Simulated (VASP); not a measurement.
## Si2Ni: single point with PBE

Crystal: Si2Ni.

```
Si Ni
1.0
     0.00000    2.72165    2.72165
     2.72165    0.00000    2.72165
     2.72165    2.72165    0.00000
Si Ni
2 1
Cartesian
  1.3608 1.3608 1.3608
  4.0825 4.0825 4.0825
  0.0000 0.0000 0.0000
```

```json
{
  "Program": "VASP 6.6.1",
  "Task": "single point",
  "Functional": "PBE",
  "Potentials or basis": "VASP PAW PBE potentials, release 64 (Si, Ni)",
  "Cutoff": "520 eV",
  "k mesh": "12 × 12 × 12",
  "Occupations": "gaussian, width 0.05 eV",
  "Spin": "collinear spin, ferromagnetic start",
  "Starting moments": "[0.0, 0.0, 0.8] μB",
  "Dipole correction": "no",
  "Further INCAR settings": "ALGO = Normal; EDIFF = 1e-06; NBANDS = 20"
}
```

```yaml
Pressure: 0.0 GPa
Band_gap_on_the_k_mesh: zero (filled and empty bands overlap)
Net_moment: 0.00 μB per cell
Valence_electrons_inside_the_program's_atomic_spheres: Si 1.57; Ni 9.76
```

Levels at points of the mesh, in eV from the Fermi level:
Spin up:
| k point | band 7 | band 8 | band 9 | band 10 | band 11 | band 12 |
| --- | --- | --- | --- | --- | --- | --- |
| (0.00, 0.00, 0.00) | -0.42 | 1.71 | 1.71 | 1.71 | 2.36 | 2.36 |
| (0.50, 0.00, 0.00) | -3.18 | -1.35 | -1.35 | 1.80 | 1.84 | 1.84 |
| (0.50, 0.50, 0.00) | -3.45 | -3.28 | -2.97 | -0.41 | 1.50 | 7.79 |
Spin down:
| k point | band 7 | band 8 | band 9 | band 10 | band 11 | band 12 |
| --- | --- | --- | --- | --- | --- | --- |
| (0.00, 0.00, 0.00) | -0.42 | 1.71 | 1.71 | 1.71 | 2.36 | 2.36 |
| (0.50, 0.00, 0.00) | -3.18 | -1.35 | -1.35 | 1.80 | 1.84 | 1.84 |
| (0.50, 0.50, 0.00) | -3.45 | -3.28 | -2.97 | -0.41 | 1.50 | 7.79 |

Run time: 120 s on 1 thread of Intel Xeon 6975P-C (shared host), peak memory 0.24 GiB.
